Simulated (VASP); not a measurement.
Wanted: the native input for a VASP 6.6.1 run.

```yaml
Task: single point
Functional: PBE
Dispersion: D3(BJ)
Potentials_or_basis: VASP PAW PBE potentials, release 64 (C)
Cutoff: 520 eV
k_mesh: 48 × 48 × 1
Occupations: gaussian, width 0.05 eV
Spin: no spin polarisation
Dipole_correction: yes
Further_INCAR_settings: ALGO = Normal; EDIFF = 1e-06; NBANDS = 11
```

The structure of C lies in POSCAR:

```
C
1.0
    2.4657091164      0.0000000000      0.0000000000
   -1.2328545582      2.1353667332      0.0000000000
    0.0000000000      0.0000000000     18.0000000000
C
2
Direct
    0.3333333333      0.6666666667      0.5000000000
    0.6666666667      0.3333333333      0.5000000000
```

One way to write it, as run:

INCAR

```
SYSTEM = C
PREC     = Accurate       ! precision mode
ENCUT    = 520            ! plane-wave cutoff, eV
EDIFF    = 1E-6           ! SCF threshold, eV
ISMEAR   = 0              ! smearing method
SIGMA    = 0.05           ! smearing width, eV
LREAL    = .False.        ! projectors in reciprocal space
LASPH    = .True.         ! aspherical terms in the spheres
NELM     = 80             ! most SCF steps
ALGO     = Normal         ! electronic algorithm
ISIF     = 2              ! what is computed and relaxed
LWAVE    = .False.        ! write WAVECAR
LCHARG   = .False.        ! write CHGCAR
LDIPOL   = .True.       
IDIPOL   = 3            
DIPOL    = 0.5 0.5 0.500
GGA      = PE             ! functional
IVDW     = 12             ! dispersion correction
NBANDS   = 11             ! bands
```

KPOINTS

```
Automatic mesh
0
Gamma
  48 48 1
  0 0 0
```

Potentials or basis: VASP PAW PBE potentials, release 64 (C).

Launch:

```bash
$ cat potpaw_PBE.64/C/POTCAR > POTCAR
$ mpirun -np 1 vasp_std > vasp.out
```

Results of the run:

```yaml
Band_gap_on_the_k_mesh: zero (filled and empty bands touch)
Dispersion_energy_per_atom: -0.089 eV
```

Wall time 110 s on 1 thread of Intel(R) Xeon(R) 6975P-C (Granite Rapids), with other jobs on the host, peak memory 0.32 GiB.
